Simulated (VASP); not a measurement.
# CdS (Fm-3m) in VASP: notebook, part 2 of 2

VASP 6.6.1.

### Step 5. Single point, PBE-based screened hybrid with 25 % exact exchange

POSCAR

```
CdS
1.0
    0.0000000000      2.7532440000      2.7532440000
    2.7532440000      0.0000000000      2.7532440000
    2.7532440000      2.7532440000      0.0000000000
Cd S
1 1
Direct
    0.0000000000      0.0000000000      0.0000000000
    0.5000000000      0.5000000000      0.5000000000
```

INCAR.step1

```
PREC = Accurate ; ENCUT = 520
EDIFF = 1E-5 ; ISMEAR = -1
SIGMA = 0.05 ; LREAL = False
LASPH = True ; NELM = 60
ALGO = Normal ; ISIF = 2
LWAVE = True ; LCHARG = False
GGA = PE ; NBANDS = 16
```

INCAR.step2

```
PREC = Accurate ; ENCUT = 520
EDIFF = 1E-6 ; ISMEAR = -1
SIGMA = 0.05 ; LREAL = False
LASPH = True ; NELM = 60
ALGO = Normal ; ISIF = 2
LWAVE = False ; LCHARG = False
GGA = PE ; LHFCALC = True
AEXX = 0.25 ; HFSCREEN = 0.3
PRECFOCK = Normal ; ISTART = 1
NBANDS = 16
```

KPOINTS

```
Automatic mesh
0
Gamma
  4 4 4
```

Potentials or basis: VASP PAW PBE potentials, release 64 (Cd, S).

The run is started by

```console
$ cat potpaw_PBE.64/Cd/POTCAR potpaw_PBE.64/S/POTCAR > POTCAR
$ cp INCAR.step1 INCAR
$ mpirun -np 1 vasp_std > vasp.out
$ cp INCAR.step2 INCAR
$ mpirun -np 1 vasp_std > vasp.out
```

OUTCAR:

```text
PREC = Accurate
   ENCUT = 520
   EDIFF = 1E-6
   ISMEAR = -1
   LREAL = False
   LASPH = True
   NELM = 60
   ISIF = 2
   GGA = PE
   LHFCALC = True
   AEXX = 0.25
   HFSCREEN = 0.3
   PRECFOCK = Normal
   ISTART = 1

 ion  position               nearest neighbor table
   1  0.000  0.000  0.000-   2 2.75   2 2.75   2 2.75   2 2.75   2 2.75   2 2.75
   2  0.500  0.500  0.500-   1 2.75   1 2.75   1 2.75   1 2.75   1 2.75   1 2.75

  LATTYP: Found a face centered cubic cell.
 ALAT       =     5.5064880000

  Lattice vectors:

 A1 = (   0.0000000000,   2.7532440000,   2.7532440000)
 A2 = (   2.7532440000,   0.0000000000,   2.7532440000)
 A3 = (   2.7532440000,   2.7532440000,   0.0000000000)

Analysis of symmetry for initial positions (statically):
=====================================================================
 Subroutine PRICEL returns:
 Original cell was already a primitive cell.

 Routine SETGRP: Setting up the symmetry group for a
 face centered cubic supercell.

[... 153 lines left out ...]
  free energy    TOTEN  =        -7.06550983 eV

  energy without entropy =       -7.06550304  energy(sigma->0) =       -7.06550643

 E-fermi :   2.7619     XC(G=0):  -8.6513

 val. band max:        2.2253779104   @ k =   0.5000   0.0000   0.0000
 cond. band min:       3.2446806270   @ k =   0.5000   0.5000   0.0000
 fundamental gap:      1.0193027167
 Fermi energy:         2.7618605678

 k-point     1 :       0.0000    0.0000    0.0000
  band No.  band energies     occupation
      1     -11.5744      2.00000
      2      -6.5446      2.00000
      3      -6.5446      2.00000
      4      -6.5208      2.00000
      5      -6.5208      2.00000
      6      -6.5208      2.00000
[... 129 lines left out ...]
      3      -6.5078      2.00000
      4      -6.5078      2.00000
      5      -6.2726      2.00000
      6      -5.7337      2.00000
[... 8 lines left out ...]
     15      16.3329      0.00000
     16      18.1152      0.00000

------------------------ aborting loop because EDIFF is reached ----------------------------------------

  FORCE on cell =-STRESS in cart. coord.  units (eV):
  Direction    XX          YY          ZZ          XY          YZ          ZX
  --------------------------------------------------------------------------------------
  -------------------------------------------------------------------------------------
  Total       -0.3402427     -0.3402427     -0.3402427      0.0000000      0.0000000      0.0000000
  in kB      -13.0597648    -13.0597648    -13.0597648      0.0000000      0.0000000      0.0000000
  external PRESSURE =     -13.0597648 kB  Pullay stress =       0.0000000 kB

 VOLUME and BASIS-vectors are now :
 -----------------------------------------------------------------------------
  energy-cutoff  :      520.00
  volume of cell :       41.74
      direct lattice vectors                 reciprocal lattice vectors
     0.000000000  2.753244000  2.753244000    -0.181603955  0.181603955  0.181603955
     2.753244000  0.000000000  2.753244000     0.181603955 -0.181603955  0.181603955
     2.753244000  2.753244000  0.000000000     0.181603955  0.181603955 -0.181603955

 POSITION                                       TOTAL-FORCE (eV/Angst)
 -----------------------------------------------------------------------------------
      0.00000      0.00000      0.00000        -0.000000     -0.000000      0.000000
      2.75324      2.75324      2.75324         0.000000      0.000000     -0.000000
 -----------------------------------------------------------------------------------
    total drift:                                0.000001      0.000001      0.000001

  FREE ENERGIE OF THE ION-ELECTRON SYSTEM (eV)
  ---------------------------------------------------
  free  energy   TOTEN  =        -7.0655098277 eV

  energy  without entropy=       -7.0655030361  energy(sigma->0) =       -7.06550643
```

OUTCAR.step1:

```text
PREC = Accurate
   ENCUT = 520
   EDIFF = 1E-5
   ISMEAR = -1
   LREAL = False
[... 355 lines left out ...]
      0.00000      0.00000      0.00000         0.000000      0.000000      0.000000
      2.75324      2.75324      2.75324        -0.000000     -0.000000     -0.000000
 -----------------------------------------------------------------------------------
    total drift:                               -0.000000      0.000000      0.000000

  FREE ENERGIE OF THE ION-ELECTRON SYSTEM (eV)
  ---------------------------------------------------
  free  energy   TOTEN  =        -5.8012058986 eV

  energy  without entropy=       -5.7959369149  energy(sigma->0) =       -5.79857141
```

OSZICAR.step1:

```text
N       E                     dE             d eps       ncg     rms          rms(c)
DAV:   1     0.993899674070E+02    0.99390E+02   -0.10054E+04   272   0.107E+03
DAV:   2    -0.291843626253E+01   -0.10231E+03   -0.95399E+02   320   0.247E+02
DAV:   3    -0.640197289827E+01   -0.34835E+01   -0.34790E+01   336   0.467E+01
DAV:   4    -0.641960069924E+01   -0.17628E-01   -0.17627E-01   304   0.328E+00
DAV:   5    -0.641978373077E+01   -0.18303E-03   -0.18303E-03   328   0.320E-01    0.712E+00
DAV:   6    -0.583001718533E+01    0.58977E+00   -0.87637E-01   320   0.115E+01    0.609E+00
DAV:   7    -0.580213645440E+01    0.27881E-01   -0.18320E-01   280   0.306E+00    0.316E+00
DAV:   8    -0.580165762622E+01    0.47883E-03   -0.21608E-02   280   0.182E+00    0.346E-01
DAV:   9    -0.580117795995E+01    0.47967E-03   -0.31607E-03   296   0.739E-01    0.726E-02
DAV:  10    -0.580117760330E+01    0.35666E-06   -0.41019E-04   288   0.207E-01    0.520E-02
DAV:  11    -0.580120749437E+01   -0.29891E-04   -0.52905E-05   288   0.608E-02    0.405E-02
DAV:  12    -0.580120589860E+01    0.15958E-05   -0.24600E-05   288   0.329E-02
   1 F= -.58012059E+01 E0= -.57985714E+01  d E =-.526898E-02
```

It took 14 min on 1 thread of Intel Xeon 8259CL, shared host; peak memory 0.27 GiB.

Results:

| Property | Result |
| --- | --- |
| Free energy | -7.0655 eV |
| Pressure | -1.3 GPa |
| Band gap on the k mesh | 1.02 eV (least direct gap 2.35 eV) |

Caveat: the k points lie up to 0.49 Å⁻¹ apart; the PAW data sets were made with another functional, which shifts forces and pressure a little. A k mesh can miss the band edges.

### Step 6. Summary

| screening parameter | gap on the mesh (eV) | pressure (GPa) |
| --- | --- | --- |
| 0.1 1/Å | 1.56 | -1.8 |
| 0.15 1/Å | 1.38 | -1.7 |
| 0.2 1/Å | 1.23 | -1.5 |
| 0.3 1/Å | 1.02 | -1.3 |

Alike in all rows: task single point; level PBE-based screened hybrid with 25 % exact exchange; potentials or basis VASP PAW PBE potentials, release 64 (Cd, S); no spin polarisation; cell as given; k mesh 4 × 4 × 4; cutoff (eV) 520; smearing fermi-dirac 0.05 eV.

Caveats: all runs use coarse meshes; the PAW data sets were made with another functional, which shifts forces and pressure a little.

Absolute energies hang on the potentials; compare differences alone.
